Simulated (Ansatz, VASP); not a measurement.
**ZnSbO: VASP beside Ansatz**

```
Zn Sb O
1.0
     3.66631    0.00000    0.00000
    -1.83316    3.17512    0.00000
     0.00000    0.00000    3.74243
Zn Sb O
1 1 1
Direct
  0.00000 0.00000 0.00000
  0.66667 0.33333 0.50000
  0.33333 0.66667 0.00000
```

Change from the starting cell: species swapped into the DyHSe type (P-6m2, No. 187).

Alike in both runs: task single point; functional PBE; k mesh 6 × 6 × 4; occupations gaussian, width 0.1 eV; no spin polarisation.

```csv
,VASP,Ansatz
version,VASP 6.6.1,Ansatz 0.2.0
potentials or method,"VASP PAW PBE potentials, release 64 (Zn, Sb, O), cutoff 520 eV","scalar-relativistic, plane waves, PAW"
valence electrons in the cell,23,33
```

VASP gave:

- gap on the k mesh at the Fermi level (eV): none
- pressure (GPa): 14.5
- traceless stress, the component that is largest in VASP (GPa): 2.33

Q: Which values does Ansatz return?

A: gap on the k mesh at the Fermi level (eV): none; pressure (GPa): 14.5; traceless stress, the component that is largest in VASP (GPa): 2.63.

A gap of «none» marks a metal or a gap that the smearing closes. VASP's potentials hold 23 valence electrons a cell and Ansatz's 33, so a difference there can come from the potentials and not from the codes.

The k mesh is coarse, so the values compare programs but aren't converged. Spin-orbit coupling is off throughout.
